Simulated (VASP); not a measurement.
# HgTe (P6_3mc) in VASP: notebook

Aim: see how the results for HgTe move with the level of theory and the settings. Levels: LDA, r2SCAN. Tasks: relaxation of cell and atoms.

Program: VASP 6.6.1. These are calculated values, not measurements. Logs are shortened: lines on timing, memory, paths and dates and some standing lists are left out, and cuts for length are marked.

### 1 The cell of the first run

Symmetry: P6_3mc, No. 186, hexagonal system. The conventional cell has a = 4.699 Å, b = 4.699 Å, c = 7.711 Å, α = 90.00°, β = 90.00°, γ = 120.00°. Hg (site symmetry 3m) has 4 Te at 2.88 to 2.89 Å within 3.8 Å. Te (site symmetry 3m) has 4 Hg at 2.88 to 2.89 Å within 3.8 Å.

### 2 Relaxation of cell and atoms, LDA

The input, INCAR:

```
ALGO = Normal
EDIFF = 1E-6
EDIFFG = -0.005
ENCUT = 600
GGA = CA
IBRION = 2
ISIF = 3
ISMEAR = -1
LASPH = T
LCHARG = F
LREAL = F
LWAVE = F
NELM = 80
NSW = 80
PREC = Accurate
SIGMA = 0.02
```

The input, KPOINTS:

```
k-points
0
Gamma
  6 6 4
```

The input, POSCAR:

```
HgTe
1.0
    4.6987816501      0.0000000000      0.0000000000
   -2.3493908251      4.0692642759      0.0000000000
    0.0000000000      0.0000000000      7.7110649742
Hg Te
2 2
Direct
    0.3333333333      0.6666666667      0.0003155724
    0.6666666667      0.3333333333      0.5003155724
    0.3333333333      0.6666666667      0.3746844276
    0.6666666667      0.3333333333      0.8746844276
```

Potentials or basis: VASP PAW LDA potentials, release 64 (Hg, Te).

The run is started by

```sh
> cat potpaw_LDA.64/Hg/POTCAR potpaw_LDA.64/Te/POTCAR > POTCAR
> mpirun -np 1 vasp_std > vasp.out
```

OUTCAR:

```text
EDIFF = 1E-6
   EDIFFG = -0.005
   ENCUT = 600
   GGA = CA
   IBRION = 2
   ISIF = 3
   ISMEAR = -1
   LASPH = T
   LREAL = F
   NELM = 80
   NSW = 80
   PREC = Accurate

 ion  position               nearest neighbor table
   1  0.333  0.667  0.000-   4 2.88   4 2.88   4 2.88   3 2.89
   2  0.667  0.333  0.500-   3 2.88   3 2.88   3 2.88   4 2.89
   3  0.333  0.667  0.375-   2 2.88   2 2.88   2 2.88   1 2.89
   4  0.667  0.333  0.875-   1 2.88   1 2.88   1 2.88   2 2.89

  LATTYP: Found a hexagonal cell.
 ALAT       =     4.6987816501
 C/A-ratio  =     1.6410775278

  Lattice vectors:

 A1 = (   4.6987816501,   0.0000000000,   0.0000000000)
 A2 = (  -2.3493908251,   4.0692642759,   0.0000000000)
 A3 = (   0.0000000000,   0.0000000000,   7.7110649742)

Analysis of symmetry for initial positions (statically):
=====================================================================
 Subroutine PRICEL returns:
 Original cell was already a primitive cell.

 Routine SETGRP: Setting up the symmetry group for a
 hexagonal supercell.

 Subroutine GETGRP returns: Found 12 space group operations
 (whereof  6 operations were pure point group operations)
 out of a pool of 24 trial point group operations.

The static configuration has the point symmetry C_3v.
 The point group associated with its full space group is C_6v.

Analysis of symmetry for dynamics (positions and initial velocities):
=====================================================================
 Subroutine PRICEL returns:
 Original cell was already a primitive cell.

 Routine SETGRP: Setting up the symmetry group for a
 hexagonal supercell.

 Subroutine GETGRP returns: Found 12 space group operations
 (whereof  6 operations were pure point group operations)
 out of a pool of 24 trial point group operations.

The dynamic configuration has the point symmetry C_3v.
 The point group associated with its full space group is C_6v.

 Subroutine INISYM returns: Found 12 space group operations
 (whereof  6 operations are pure point group operations),
 and found     1 'primitive' translations

----------------------------------------------------------------------------------------

                                     Primitive cell

  volume of cell :     147.4401

  direct lattice vectors                    reciprocal lattice vectors
     4.698781650  0.000000000  0.000000000     0.212821126  0.122872334  0.000000000
    -2.349390825  4.069264276  0.000000000     0.000000000  0.245744668  0.000000000
     0.000000000  0.000000000  7.711064974     0.000000000  0.000000000  0.129683773

  length of vectors
     4.698781650  4.698781650  7.711064974     0.245744668  0.245744668  0.129683773

  position of ions in fractional coordinates (direct lattice)
     0.333333333  0.666666667  0.000315572
     0.666666667  0.333333333  0.500315572
     0.333333333  0.666666667  0.374684428
     0.666666667  0.333333333  0.874684428

  ion indices of the primitive-cell ions
   primitive index   ion index
                 1           1
                 2           2
                 3           3
                 4           4

----------------------------------------------------------------------------------------

 KPOINTS: k-points

Automatic generation of k-mesh.
 Grid dimensions read from file:
 generate k-points for:    6    6    4

 Generating k-lattice:

  Cartesian coordinates                     Fractional coordinates (reciprocal lattice)
     0.035470188  0.020478722  0.000000000     0.166666667  0.000000000  0.000000000
     0.000000000  0.040957445  0.000000000     0.000000000  0.166666667  0.000000000
     0.000000000  0.000000000  0.032420943     0.000000000  0.000000000  0.250000000

  Length of vectors
     0.040957445  0.040957445  0.032420943

  Shift w.r.t. Gamma in fractional coordinates (k-lattice)
     0.000000000  0.000000000  0.000000000

 Subroutine IBZKPT returns following result:
 ===========================================

 Found     21 irreducible k-points:

 Following reciprocal coordinates:
            Coordinates               Weight
  0.000000  0.000000  0.000000      1.000000
  0.166667 -0.000000  0.000000      6.000000
  0.333333  0.000000  0.000000      6.000000
  0.500000  0.000000  0.000000      3.000000
  0.166667  0.166667  0.000000      6.000000
  0.333333  0.166667  0.000000     12.000000
[... 13 lines left out ...]
  0.333333  0.166667  0.500000     12.000000
  0.333333  0.333333  0.500000      2.000000
   k-points           NKPTS =     21   k-points in BZ     NKDIM =     21   number of bands    NBANDS=     22
   number of dos      NEDOS =    301   number of ions     NIONS =      4
   total plane-waves  NPLWV = 102400
   dimension x,y,z NGX =    40 NGY =   40 NGZ =   64
   dimension x,y,z NGXF=    80 NGYF=   80 NGZF=  128
   ions per type =               2   2
   NGX,Y,Z   is equivalent  to a cutoff of  14.15, 14.15, 13.80 a.u.
   NGXF,Y,Z  is equivalent  to a cutoff of  28.30, 28.30, 27.60 a.u.
 SYSTEM =  unknown system
   PREC   = accura    normal or accurate (medium, high low for compatibility)
   ISTART =      0    job   : 0-new  1-cont  2-samecut
   ICHARG =      2    charge: 1-file 2-atom 10-const
   ISPIN  =      1    spin polarized calculation?
   LNONCOLLINEAR =      F non collinear calculations
   LSORBIT =      F    spin-orbit coupling
   LASPH  =      T    aspherical Exc in radial PAW
   ENCUT  =  600.0 eV  44.10 Ry    6.64 a.u.   9.38  9.38 15.40*2*pi/ulx,y,z
   NELM   =     80;   NELMIN=  2; NELMDL= -5     # of ELM steps
   EDIFF  = 0.1E-05   stopping-criterion for ELM
   LREAL  =      F    real-space projection
   EDIFFG = -.5E-02   stopping-criterion for IOM
   NSW    =     80    number of steps for IOM
   IBRION =      2    ionic relax: 0-MD 1-quasi-New 2-CG
   NFREE  =      1    steps in history (QN), initial steepest desc. (CG)
   ISIF   =      3    stress and relaxation
   ISYM   =      2    0-nonsym 1-usesym 2-fastsym
   POTIM  = 0.5000    time-step for ionic-motion
   TEBEG  =    0.0;   TEEND  =   0.0 temperature during run
   PSTRESS=    0.0 pullay stress
   NELECT =      36.0000    total number of electrons
   NUPDOWN=      -1.0000    fix difference up-down
   EMIN   =  10.00;   EMAX   =-10.00  energy-range for DOS
   EFERMI =   0.00;   METHOD = LEGACY
   ISMEAR =    -1;   SIGMA  =   0.02  broadening in eV -4-tet -1-fermi 0-gaus
   EFERMI_NEDOS =   21; number of points for ismear=-14 and -15
   IALGO  =     38    algorithm
   IMIX   =      4    mixing-type and parameters
     AMIX     =   0.40;   BMIX     =  1.00
     AMIX_MAG =   1.60;   BMIX_MAG =  1.00
  volume/ion in A,a.u.               =      36.86       248.74
  Fermi-wavevector in a.u.,A,eV,Ry     =   1.023223  1.933612 14.245113  1.046986
  Thomas-Fermi vector in A             =   2.156945
   LORBIT       =      0    0 simple, 1 ext, 2 COOP (PROOUT), +10 PAW based schemes
   GGA     = CA    functional components
   LHFCALC =     F    Hartree Fock is set to
   AEXX    =    0.0000 exact exchange contribution
   IVDW    =     0    specifies the selected vdW correction
   LEPSILON=     F    determine dielectric tensor
   LRPA    =     F    only Hartree local field effects (RPA)
 conjugate gradient relaxation of ions
 non-spin polarized calculation
  energy-cutoff  :      600.00
  volume of cell :      147.44
 maximum number of plane-waves:      4940
 NGX is ok and might be reduce to    40
   NGX = 19   NGY = 19   NGZ = 31

--------------------------------------- Ionic step        1  -------------------------------------------

 number of electron      36.0000003 magnetization

 Free energy of the ion-electron system (eV)
  ---------------------------------------------------
  ext. energy  EPLUGINS =         0.00000000
  ---------------------------------------------------
  free energy    TOTEN  =        -9.87445153 eV

  energy without entropy =       -9.87402938  energy(sigma->0) =       -9.87424045

------------------------ aborting loop because EDIFF is reached ----------------------------------------

  FORCE on cell =-STRESS in cart. coord.  units (eV):
  Direction    XX          YY          ZZ          XY          YZ          ZX
  --------------------------------------------------------------------------------------
  -------------------------------------------------------------------------------------
  Total       -3.1528596     -3.1528596     -3.1916845      0.0000000      0.0000000      0.0000000
  in kB      -34.2609732    -34.2609733    -34.6828685      0.0000000      0.0000000      0.0000000
  external PRESSURE =     -34.4016050 kB  Pullay stress =       0.0000000 kB

 VOLUME and BASIS-vectors are now :
 -----------------------------------------------------------------------------
  energy-cutoff  :      600.00
  volume of cell :      147.44
      direct lattice vectors                 reciprocal lattice vectors
     4.698781650  0.000000000  0.000000000     0.212821126  0.122872334  0.000000000
    -2.349390825  4.069264276  0.000000000     0.000000000  0.245744668  0.000000000
     0.000000000  0.000000000  7.711064974     0.000000000  0.000000000  0.129683773
[... 229 lines left out ...]
 POSITION                                       TOTAL-FORCE (eV/Angst)
 -----------------------------------------------------------------------------------
     -0.00000      2.63031      0.00235         0.000000     -0.000000      0.002532
      2.27791      1.31515      3.73882         0.000000      0.000000      0.002532
     -0.00000      2.63031      2.80000        -0.000000      0.000000     -0.002532
      2.27791      1.31515      6.53647        -0.000000      0.000000     -0.002532
 -----------------------------------------------------------------------------------
    total drift:                               -0.000000      0.000000      0.000926

  FREE ENERGIE OF THE ION-ELECTRON SYSTEM (eV)
  ---------------------------------------------------
  free  energy   TOTEN  =       -10.0299737584 eV

  energy  without entropy=      -10.0295729582  energy(sigma->0) =      -10.02977336

--------------------------------------- Ionic step        8  -------------------------------------------

 number of electron      35.9999999 magnetization

 Free energy of the ion-electron system (eV)
  ---------------------------------------------------
  ext. energy  EPLUGINS =         0.00000000
  ---------------------------------------------------
  free energy    TOTEN  =       -10.02997574 eV

  energy without entropy =      -10.02957495  energy(sigma->0) =      -10.02977535

 E-fermi :   2.9787     XC(G=0):  -9.1178

 val. band max:        2.9782846652   @ k =   0.0000   0.0000   0.0000
 cond. band min:       3.4229093317   @ k =   0.0000   0.0000   0.0000
 fundamental gap:      0.4446246665
 Fermi energy:         2.9786602463

 k-point     1 :       0.0000    0.0000    0.0000
  band No.  band energies     occupation
      1      -9.1159      2.00000
      2      -8.5317      2.00000
      3      -4.4402      2.00000
      4      -4.4276      2.00000
      5      -4.4276      2.00000
      6      -4.3318      2.00000
[... 14 lines left out ...]
     21       7.0843      0.00000
     22       7.0843      0.00000
[... 520 lines left out ...]
 POSITION                                       TOTAL-FORCE (eV/Angst)
 -----------------------------------------------------------------------------------
     -0.00000      2.63016      0.00233         0.000000      0.000000      0.002874
      2.27779      1.31508      3.73861         0.000000      0.000000      0.002874
     -0.00000      2.63016      2.79988        -0.000000     -0.000000     -0.002874
      2.27779      1.31508      6.53617        -0.000000      0.000000     -0.002874
 -----------------------------------------------------------------------------------
    total drift:                               -0.000000      0.000000      0.001399

  FREE ENERGIE OF THE ION-ELECTRON SYSTEM (eV)
  ---------------------------------------------------
  free  energy   TOTEN  =       -10.0299757420 eV

  energy  without entropy=      -10.0295749500  energy(sigma->0) =      -10.02977535

 reached required accuracy - stopping structural energy minimisation
```

Wall time 7.8 min (1 thread of Oxide Virtual Turin-like, shared host); peak memory 0.26 GiB.

Results:

```
Free energy                           : -10.0300 eV
Relaxed volume                        : 33.58 Å³/atom
Relaxed cell                          : a = 4.556 Å, b = 4.556 Å, c = 7.473 Å, α = 90.00°, β = 90.00°, γ = 120.00°
Space group after relaxing (to 0.1 Å) : P6_3mc (No. 186)
Energy gained by relaxing             : 38.9 meV/atom
Ionic steps                           : 8
Pressure after relaxing               : 0.0 GPa
Band gap on the k mesh                : zero (filled and empty bands touch)
```

Forces in eV/Å, atoms in the order of the input:
```
Hg   0.000  0.000  0.003
Hg   0.000  0.000  0.003
Te   0.000  0.000 -0.003
Te   0.000  0.000 -0.003
```

The path:
```
step  energy change (eV)  largest force (eV/Å)  pressure (GPa)  volume (Å³)
   1              0.0000                0.0088           -3.44       147.44
   2             -0.1447                0.0098            1.17       131.19
   3             -0.1555                0.0057           -0.01       134.27
   4             -0.1554                0.0060            0.07       134.02
   5             -0.1555                0.0030            0.02       134.28
   6             -0.1555                0.0017           -0.03       134.40
   7             -0.1555                0.0025           -0.02       134.32
   8             -0.1555                0.0029           -0.02       134.30
```

Final structure:
```cif
data_structure
_symmetry_space_group_name_H-M 'P 1'
_symmetry_Int_Tables_number 1
_cell_length_a 4.5556
_cell_length_b 4.5556
_cell_length_c 7.4726
_cell_angle_alpha 90.000
_cell_angle_beta 90.000
_cell_angle_gamma 120.000
_cell_volume 134.30
loop_
_atom_site_label
_atom_site_type_symbol
_atom_site_fract_x
_atom_site_fract_y
_atom_site_fract_z
_atom_site_occupancy
Hg1 Hg 0.33333 0.66667 0.00031 1
Hg2 Hg 0.66667 0.33333 0.50031 1
Te1 Te 0.33333 0.66667 0.37469 1
Te2 Te 0.66667 0.33333 0.87469 1
```

Levels at points of the mesh, in eV from the Fermi level:
```
           k point  band 16  band 17  band 18  band 19  band 20  band 21
(0.00, 0.00, 0.00)    -0.82    -0.09     0.00     0.00     0.44     4.11
(0.50, 0.00, 0.00)    -2.32    -1.70    -1.01     1.59     1.66     3.87
(0.00, 0.00, 0.50)    -0.55    -0.55    -0.55     0.85     0.85     4.65
(0.50, 0.00, 0.50)    -1.82    -1.72    -1.72     1.33     1.33     3.42
```

Caveat: the structure was generated, so it needn't be the stable form of HgTe; semilocal functionals underestimate gaps, and a narrow one can read as zero; spin-orbit coupling is left out, which moves the levels of the heavy elements.

### 3 Relaxation of cell and atoms, r2SCAN

POSCAR is that of step 2.

The input, INCAR.step1:

```
SYSTEM = HgTe
PREC     = Accurate       ! precision mode
ENCUT    = 600            ! plane-wave cutoff, eV
ISMEAR   = -1             ! smearing method
SIGMA    = 0.02           ! smearing width, eV
LREAL    = .FALSE.        ! projectors in reciprocal space
LASPH    = .TRUE.         ! aspherical terms in the spheres
NELM     = 100            ! most SCF steps
GGA      = PE             ! functional
ALGO     = Normal         ! electronic algorithm
EDIFF    = 1E-4           ! SCF threshold, eV
LWAVE    = .TRUE.         ! write WAVECAR
LCHARG   = .FALSE.        ! write CHGCAR
```

The input, INCAR.step2:

```
SYSTEM = HgTe
PREC     = Accurate       ! precision mode
ENCUT    = 600            ! plane-wave cutoff, eV
EDIFF    = 1E-6           ! SCF threshold, eV
ISMEAR   = -1             ! smearing method
SIGMA    = 0.02           ! smearing width, eV
LREAL    = .FALSE.        ! projectors in reciprocal space
LASPH    = .TRUE.         ! aspherical terms in the spheres
NELM     = 100            ! most SCF steps
ALGO     = Normal         ! electronic algorithm
ISIF     = 3              ! what is computed and relaxed
LWAVE    = .FALSE.        ! write WAVECAR
LCHARG   = .FALSE.        ! write CHGCAR
METAGGA  = R2SCAN         ! meta-GGA
LMIXTAU  = .TRUE.       
IBRION   = 2              ! ionic algorithm
NSW      = 80             ! ionic steps
EDIFFG   = -0.005         ! ionic threshold
ISTART   = 1
```

The input, KPOINTS:

```
regular mesh
0
G
  6 6 4
  0 0 0
```

Potentials or basis: VASP PAW PBE potentials, release 64 (Hg, Te).

The run is started by

```sh
> cat potpaw_PBE.64/Hg/POTCAR potpaw_PBE.64/Te/POTCAR > POTCAR
> cp INCAR.step1 INCAR
> mpirun -np 1 vasp_std > vasp.out
> cp INCAR.step2 INCAR
> mpirun -np 1 vasp_std > vasp.out
```

Run time: 18 min. Hardware: 1 thread of Oxide Virtual Turin-like, shared host; peak memory 0.36 GiB.

Results (log left out):

```
Free energy                           : -150.2913 eV
Relaxed volume                        : 35.65 Å³/atom
Relaxed cell                          : a = 4.647 Å, b = 4.647 Å, c = 7.625 Å, α = 90.00°, β = 90.00°, γ = 120.00°
Space group after relaxing (to 0.1 Å) : P6_3mc (No. 186)
Energy gained by relaxing             : 4.8 meV/atom
Ionic steps                           : 3
Pressure after relaxing               : 0.0 GPa
Largest force after relaxing          : 0.005 eV/Å
Band gap on the k mesh                : zero (filled and empty bands touch)
```

Forces on the atoms (eV/Å):
```
Hg   0.000  0.000  0.005
Hg   0.000  0.000  0.005
Te   0.000  0.000 -0.005
Te   0.000  0.000 -0.005
```

Step by step:
```tsv
step	energy change (eV)	largest force (eV/Å)	pressure (GPa)	volume (Å³)
1	0.0000	0.0001	-1.21	147.44
2	-0.0181	0.0063	0.29	141.59
3	-0.0190	0.0050	0.00	142.59
```

Final structure:
```cif
data_structure
_symmetry_space_group_name_H-M 'P 1'
_symmetry_Int_Tables_number 1
_cell_length_a 4.6468
_cell_length_b 4.6468
_cell_length_c 7.6253
_cell_angle_alpha 90.000
_cell_angle_beta 90.000
_cell_angle_gamma 120.000
_cell_volume 142.59
loop_
_atom_site_label
_atom_site_type_symbol
_atom_site_fract_x
_atom_site_fract_y
_atom_site_fract_z
_atom_site_occupancy
Hg1 Hg 0.33333 0.66667 0.00032 1
Hg2 Hg 0.66667 0.33333 0.50031 1
Te1 Te 0.33333 0.66667 0.37468 1
Te2 Te 0.66667 0.33333 0.87468 1
```

Levels at points of the mesh, in eV from the Fermi level:
| k point | band 14 | band 15 | band 16 | band 17 | band 18 | band 19 | band 20 | band 21 | band 22 |
| --- | --- | --- | --- | --- | --- | --- | --- | --- | --- |
| (0.00, 0.00, 0.00) | -0.92 | -0.92 | -0.53 | -0.08 | 0.00 | 0.00 | 0.81 | 4.62 | 4.62 |
| (0.50, 0.00, 0.00) | -4.64 | -2.98 | -2.12 | -1.52 | -0.92 | 1.87 | 2.00 | 4.32 | 5.31 |
| (0.00, 0.00, 0.50) | -3.30 | -0.49 | -0.49 | -0.49 | -0.49 | 1.16 | 1.16 | 5.14 | 5.14 |
| (0.50, 0.00, 0.50) | -5.22 | -1.66 | -1.66 | -1.57 | -1.57 | 1.64 | 1.64 | 3.94 | 3.94 |

Caveat: the structure was generated, so it needn't be the stable form of HgTe; semilocal functionals underestimate gaps, and a narrow one can read as zero; the PAW data sets were made with another functional, which shifts forces and pressure a little; spin-orbit coupling is left out, which moves the levels of the heavy elements.

The gap in the log of VASP goes by the Fermi energy; the results here count the filled bands.